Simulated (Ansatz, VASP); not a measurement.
**Two plane-wave programs on ZnSiP2**

File INCAR:

```
SYSTEM = ZnSiP2
PREC = Accurate ; ENCUT = 500
EDIFF = 1E-6 ; ISMEAR = -1
SIGMA = 0.05 ; LREAL = .False.
LASPH = .True. ; NELM = 120
ALGO = Normal ; ISIF = 2
LWAVE = .False. ; LCHARG = .False.
GGA = PS ; NBANDS = 36
GGA_COMPAT = .False.
```

Contents of KPOINTS:

```
regular mesh
0
Gamma
  7 7 7
  0 0 0
```

POSCAR

```
ZnSiP2
1.0
   -2.6686711277      2.6686711277      5.1949286974
    2.6686711277     -2.6686711277      5.1949286974
    2.6686711277      2.6686711277     -5.1949286974
Zn P Si
2 4 2
Direct
    0.7500000000      0.2500000000      0.5000000000
    0.0000000000      0.0000000000      0.0000000000
    0.1423012000      0.6250000000      0.0173012000
    0.6076988000      0.1250000000      0.9826988000
    0.8750000000      0.8576988000      0.4826988000
    0.3750000000      0.3923012000      0.5173012000
    0.2500000000      0.7500000000      0.5000000000
    0.5000000000      0.5000000000      0.0000000000
```

The input input.yaml:

```yaml
crystal:
  lattice:
    - [-2.6686711277, 2.6686711277, 5.1949286974]
    - [2.6686711277, -2.6686711277, 5.1949286974]
    - [2.6686711277, 2.6686711277, -5.1949286974]
  atoms:
    - { symbol: Zn, position: [0.75, 0.25, 0.5] }
    - { symbol: Zn, position: [0.0, 0.0, 0.0] }
    - { symbol: P, position: [0.1423012, 0.625, 0.0173012] }
    - { symbol: P, position: [0.6076988, 0.125, 0.9826988] }
    - { symbol: P, position: [0.875, 0.8576988, 0.4826988] }
    - { symbol: P, position: [0.375, 0.3923012, 0.5173012] }
    - { symbol: Si, position: [0.25, 0.75, 0.5] }
    - { symbol: Si, position: [0.5, 0.5, 0.0] }
hamiltonian:
  xc: pbesol
  pseudopotentials: { kind: paw }
kpoints:
  mp_grid: { grid: [7, 7, 7] }
scf:
  occupations: { method: fermi_dirac, width: 0.05 }
output:
  forces: true
  stress: true
  eigenvalues: true
```

Alike in both runs: task single point; functional PBEsol; k mesh 7 × 7 × 7; occupations fermi-dirac, width 0.05 eV; no spin polarisation.

|  | VASP | Ansatz |
| --- | --- | --- |
| version | VASP 6.6.1 | Ansatz 0.2.0 |
| potentials or method | VASP PAW PBE potentials, release 64 (Zn, P, Si) | Ansatz PAW |
| plane-wave cutoff (eV) | 500 | 420 |
| valence electrons in the cell | 52 | 52 |

VASP gave:

- gap on the k mesh at the Fermi level (eV): 1.15
- least direct gap on the mesh (eV): 1.15
- pressure (GPa): 1.4
- rms of the force components (eV/Å): 0.079

What did Ansatz give for the same quantities?

gap on the k mesh at the Fermi level (eV): 1.15; least direct gap on the mesh (eV): 1.15; pressure (GPa): 1.2; rms of the force components (eV/Å): 0.086.

VASP's potentials were made for PBE, not for PBEsol. Atom by atom the forces differ by 0.007 eV/Å (rms over components). With one functional, cell and mesh, what is left measures potentials, basis and numerics.

Noted on Ansatz's run: odd divisions of the mesh miss points on the zone boundary, where band edges often lie, so the gap on the mesh can be too wide.
